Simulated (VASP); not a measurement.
# SnSe (I4/mmm) in VASP: further runs

SnSe is run at these levels: LDA; tasks: single point.

All numbers are computed with VASP 6.6.1; they aren't measurements. Logs are shortened: lines on timing, memory, paths and dates and some standing lists are left out, and cuts for length are marked.

### 1 The cell of the first run

The structure is tetragonal, space group I4/mmm (No. 139). The conventional cell has a = 4.257 Å, b = 4.257 Å, c = 6.080 Å, α = 90.00°, β = 90.00°, γ = 90.00°. Sn (site symmetry 4/mmm) has 6 Se at 3.01 to 3.04 Å within 4.0 Å. Within 4.0 Å of Se (site symmetry 4/mmm) lie 6 Sn at 3.01 to 3.04 Å.

### 2 Single point, LDA (zz strain of +1 %)

File INCAR:

```
SYSTEM = SnSe
PREC = Accurate
ENCUT = 520
EDIFF = 1E-6
ISMEAR = -1
SIGMA = 0.02
LREAL = .False.
LASPH = .True.
NELM = 80
ALGO = Normal
ISIF = 2
LWAVE = .False.
LCHARG = .False.
GGA = CA
NBANDS = 17
```

File KPOINTS:

```
Automatic mesh
0
Gamma
  9 9 9
  0 0 0
```

File POSCAR:

```
SnSe
1.0
    0.0000000000      3.0100000000      3.0401000000
    3.0100000000      0.0000000000      3.0401000000
    3.0100000000      3.0100000000      0.0000000000
Sn Se
1 1
Direct
    0.0000000000      0.0000000000      0.0000000000
    0.5000000000      0.5000000000      0.5000000000
```

Potentials or basis: VASP PAW LDA potentials, release 64 (Sn_d, Se).

Started as:

```console
cat potpaw_LDA.64/Sn_d/POTCAR potpaw_LDA.64/Se/POTCAR > POTCAR
mpirun -np 1 vasp_std > vasp.out
```

OUTCAR:

```text
SYSTEM = SnSe
   PREC = Accurate
   ENCUT = 520
   EDIFF = 1E-6
   ISMEAR = -1
   LREAL = .False.
   LASPH = .True.
   NELM = 80
   ISIF = 2
   GGA = CA

 ion  position               nearest neighbor table
   1  0.000  0.000  0.000-   2 3.01   2 3.01   2 3.01   2 3.01   2 3.04   2 3.04
   2  0.500  0.500  0.500-   1 3.01   1 3.01   1 3.01   1 3.01   1 3.04   1 3.04

  LATTYP: Found a body centered tetragonal cell.
 ALAT       =     4.2567828227
 C/A-ratio  =     1.4283556980

  Lattice vectors:

 A1 = (  -3.0100000000,   0.0000000000,   3.0401000000)
 A2 = (   3.0100000000,   0.0000000000,   3.0401000000)
 A3 = (   0.0000000000,   3.0100000000,  -3.0401000000)

Analysis of symmetry for initial positions (statically):
=====================================================================
 Subroutine PRICEL returns:
 Original cell was already a primitive cell.

 Routine SETGRP: Setting up the symmetry group for a
 body centered tetragonal supercell.

 Subroutine GETGRP returns: Found 16 space group operations
 (whereof 16 operations were pure point group operations)
 out of a pool of 16 trial point group operations.

The static configuration has the point symmetry D_4h.

Analysis of symmetry for dynamics (positions and initial velocities):
=====================================================================
 Subroutine PRICEL returns:
 Original cell was already a primitive cell.

 Routine SETGRP: Setting up the symmetry group for a
 body centered tetragonal supercell.

 Subroutine GETGRP returns: Found 16 space group operations
 (whereof 16 operations were pure point group operations)
 out of a pool of 16 trial point group operations.

The dynamic configuration has the point symmetry D_4h.

 Subroutine INISYM returns: Found 16 space group operations
 (whereof 16 operations are pure point group operations),
 and found     1 'primitive' translations

----------------------------------------------------------------------------------------

                                     Primitive cell

  volume of cell :      55.0872

  direct lattice vectors                    reciprocal lattice vectors
     0.000000000  3.010000000  3.040100000    -0.166112957  0.166112957  0.164468274
     3.010000000  0.000000000  3.040100000     0.166112957 -0.166112957  0.164468274
     3.010000000  3.010000000  0.000000000     0.166112957  0.166112957 -0.164468274

  length of vectors
[... 80 lines left out ...]
   ENCUT  =  520.0 eV  38.22 Ry    6.18 a.u.   7.95  7.95  7.91*2*pi/ulx,y,z
   NELM   =     80;   NELMIN=  2; NELMDL= -5     # of ELM steps
   EDIFF  = 0.1E-05   stopping-criterion for ELM
   LREAL  =      F    real-space projection
   EDIFFG = 0.1E-04   stopping-criterion for IOM
   NSW    =      0    number of steps for IOM
   IBRION =     -1    ionic relax: 0-MD 1-quasi-New 2-CG
   NFREE  =      0    steps in history (QN), initial steepest desc. (CG)
   ISIF   =      2    stress and relaxation
   ISYM   =      2    0-nonsym 1-usesym 2-fastsym
   POTIM  = 0.5000    time-step for ionic-motion
   TEBEG  =    0.0;   TEEND  =   0.0 temperature during run
   PSTRESS=    0.0 pullay stress
   NELECT =      20.0000    total number of electrons
   NUPDOWN=      -1.0000    fix difference up-down
   EMIN   =  10.00;   EMAX   =-10.00  energy-range for DOS
   EFERMI =   0.00;   METHOD = LEGACY
   ISMEAR =    -1;   SIGMA  =   0.02  broadening in eV -4-tet -1-fermi 0-gaus
   EFERMI_NEDOS =   21; number of points for ismear=-14 and -15
   IALGO  =     38    algorithm
   IMIX   =      4    mixing-type and parameters
     AMIX     =   0.40;   BMIX     =  1.00
     AMIX_MAG =   1.60;   BMIX_MAG =  1.00
  volume/ion in A,a.u.               =      27.54       185.87
  Fermi-wavevector in a.u.,A,eV,Ry     =   1.167888  2.206988 18.557836  1.363962
  Thomas-Fermi vector in A             =   2.304382
   LORBIT       =      0    0 simple, 1 ext, 2 COOP (PROOUT), +10 PAW based schemes
   GGA     = CA    functional components
   LHFCALC =     F    Hartree Fock is set to
   AEXX    =    0.0000 exact exchange contribution
   IVDW    =     0    specifies the selected vdW correction
   LEPSILON=     F    determine dielectric tensor
   LRPA    =     F    only Hartree local field effects (RPA)
 non-spin polarized calculation
  energy-cutoff  :      520.00
  volume of cell :       55.09
 maximum number of plane-waves:      1498
   NGX = 15   NGY = 15   NGZ = 15

 number of electron      20.0000002 magnetization

 Free energy of the ion-electron system (eV)
  ---------------------------------------------------
  ext. energy  EPLUGINS =         0.00000000
  ---------------------------------------------------
  free energy    TOTEN  =        -9.45677356 eV

  energy without entropy =       -9.45677354  energy(sigma->0) =       -9.45677355

 E-fermi :   5.4944     XC(G=0):  -9.8372

 val. band max:        5.2295330891   @ k =  -0.3333   0.1111   0.0000
 cond. band min:       5.7743350789   @ k =  -0.3333   0.0000   0.1111
 fundamental gap:      0.5448019898
 Fermi energy:         5.4944302351

 k-point     1 :       0.0000    0.0000    0.0000
  band No.  band energies     occupation
      1     -16.1860      2.00000
      2     -16.1833      2.00000
      3     -16.1833      2.00000
      4     -16.1816      2.00000
      5     -16.1804      2.00000
      6      -8.4858      2.00000
[... 457 lines left out ...]
      4     -16.1669      2.00000
      5     -16.1669      2.00000
      6      -7.3688      2.00000
[... 9 lines left out ...]
     16      16.8338      0.00000
     17      17.9050      0.00000

 [... further k-points ...]

------------------------ aborting loop because EDIFF is reached ----------------------------------------

  FORCE on cell =-STRESS in cart. coord.  units (eV):
  Direction    XX          YY          ZZ          XY          YZ          ZX
  --------------------------------------------------------------------------------------
  -------------------------------------------------------------------------------------
  Total       -1.1180582     -1.1180582     -1.4728299      0.0000000      0.0000000      0.0000000
  in kB      -32.5180244    -32.5180244    -42.8363348      0.0000000      0.0000000      0.0000000
  external PRESSURE =     -35.9574612 kB  Pullay stress =       0.0000000 kB

 VOLUME and BASIS-vectors are now :
 -----------------------------------------------------------------------------
  energy-cutoff  :      520.00
  volume of cell :       55.09
      direct lattice vectors                 reciprocal lattice vectors
     0.000000000  3.010000000  3.040100000    -0.166112957  0.166112957  0.164468274
     3.010000000  0.000000000  3.040100000     0.166112957 -0.166112957  0.164468274
     3.010000000  3.010000000  0.000000000     0.166112957  0.166112957 -0.164468274

 POSITION                                       TOTAL-FORCE (eV/Angst)
 -----------------------------------------------------------------------------------
      0.00000      0.00000      0.00000        -0.000000      0.000000     -0.000000
      3.01000      3.01000      3.04010         0.000000     -0.000000      0.000000
 -----------------------------------------------------------------------------------
    total drift:                                0.000000     -0.000000     -0.000000

  FREE ENERGIE OF THE ION-ELECTRON SYSTEM (eV)
  ---------------------------------------------------
  free  energy   TOTEN  =        -9.4567735642 eV

  energy  without entropy=       -9.4567735384  energy(sigma->0) =       -9.45677355
```

Wall time 16 s (1 thread of Intel Xeon 6975P-C (Granite Rapids), shared host); peak memory 0.2 GiB.

What came out:

```
Free energy            : -9.4568 eV
Pressure               : -3.6 GPa
Band gap on the k mesh : 0.54 eV, indirect (least direct gap 0.56 eV)
```

Stress tensor (GPa, compression positive):
```
-3.25  0.00  0.00
 0.00 -3.25  0.00
 0.00  0.00 -4.28
```

Caveat: the cell differs from its parent crystal (zz strain of +1 %); spin-orbit coupling is left out, which moves the levels of the heavy elements.

### 3 Single point, LDA (zz strain of +2 %)

File INCAR:

```
SYSTEM = SnSe
PREC = Accurate ; ENCUT = 520
EDIFF = 1E-6 ; ISMEAR = -1
SIGMA = 0.02 ; LREAL = .False.
LASPH = .True. ; NELM = 80
ALGO = Normal ; ISIF = 2
LWAVE = .False. ; LCHARG = .False.
GGA = CA ; NBANDS = 17
```

KPOINTS is that of step 2.

File POSCAR:

```
SnSe
1.0
    0.0000000000      3.0100000000      3.0702000000
    3.0100000000      0.0000000000      3.0702000000
    3.0100000000      3.0100000000      0.0000000000
Sn Se
1 1
Direct
    0.0000000000      0.0000000000      0.0000000000
    0.5000000000      0.5000000000      0.5000000000
```

Potentials or basis: VASP PAW LDA potentials, release 64 (Sn_d, Se).

Started as:

```console
cat potpaw_LDA.64/Sn_d/POTCAR potpaw_LDA.64/Se/POTCAR > POTCAR
mpirun -np 1 vasp_std > vasp.out
```

OUTCAR:

```text
SYSTEM = SnSe
   PREC = Accurate
   ENCUT = 520
   EDIFF = 1E-6
   ISMEAR = -1
   LREAL = .False.
   LASPH = .True.
   NELM = 80
   ISIF = 2
   GGA = CA

 ion  position               nearest neighbor table
   1  0.000  0.000  0.000-   2 3.01   2 3.01   2 3.01   2 3.01   2 3.07   2 3.07
   2  0.500  0.500  0.500-   1 3.01   1 3.01   1 3.01   1 3.01   1 3.07   1 3.07

  LATTYP: Found a body centered tetragonal cell.
 ALAT       =     4.2567828227
 C/A-ratio  =     1.4424978336

[... 667 lines left out ...]

------------------------ aborting loop because EDIFF is reached ----------------------------------------

  FORCE on cell =-STRESS in cart. coord.  units (eV):
  Direction    XX          YY          ZZ          XY          YZ          ZX
  --------------------------------------------------------------------------------------
  -------------------------------------------------------------------------------------
  Total       -1.1605995     -1.1605995     -1.8257088      0.0000000      0.0000000      0.0000000
  in kB      -33.4243768    -33.4243768    -52.5790143      0.0000000      0.0000000      0.0000000
  external PRESSURE =     -39.8092560 kB  Pullay stress =       0.0000000 kB

 VOLUME and BASIS-vectors are now :
 -----------------------------------------------------------------------------
  energy-cutoff  :      520.00
  volume of cell :       55.63
      direct lattice vectors                 reciprocal lattice vectors
     0.000000000  3.010000000  3.070200000    -0.166112957  0.166112957  0.162855840
     3.010000000  0.000000000  3.070200000     0.166112957 -0.166112957  0.162855840
     3.010000000  3.010000000  0.000000000     0.166112957  0.166112957 -0.162855840

 POSITION                                       TOTAL-FORCE (eV/Angst)
 -----------------------------------------------------------------------------------
      0.00000      0.00000      0.00000         0.000000     -0.000000      0.000000
      3.01000      3.01000      3.07020        -0.000000      0.000000     -0.000000
 -----------------------------------------------------------------------------------
    total drift:                                0.000000     -0.000000     -0.000000

  FREE ENERGIE OF THE ION-ELECTRON SYSTEM (eV)
  ---------------------------------------------------
  free  energy   TOTEN  =        -9.4405403567 eV

  energy  without entropy=       -9.4405403167  energy(sigma->0) =       -9.44054034
```

It took 16 s on 1 thread of Intel Xeon 6975P-C (Granite Rapids), shared host; peak memory 0.2 GiB.

Results:

```
Free energy            : -9.4405 eV
Pressure               : -4.0 GPa
Band gap on the k mesh : 0.52 eV, indirect (least direct gap 0.56 eV)
```

Caveat: the cell differs from its parent crystal (zz strain of +2 %); spin-orbit coupling is left out, which moves the levels of the heavy elements. A k mesh can miss the band edges.

[end of part 1 of 2]
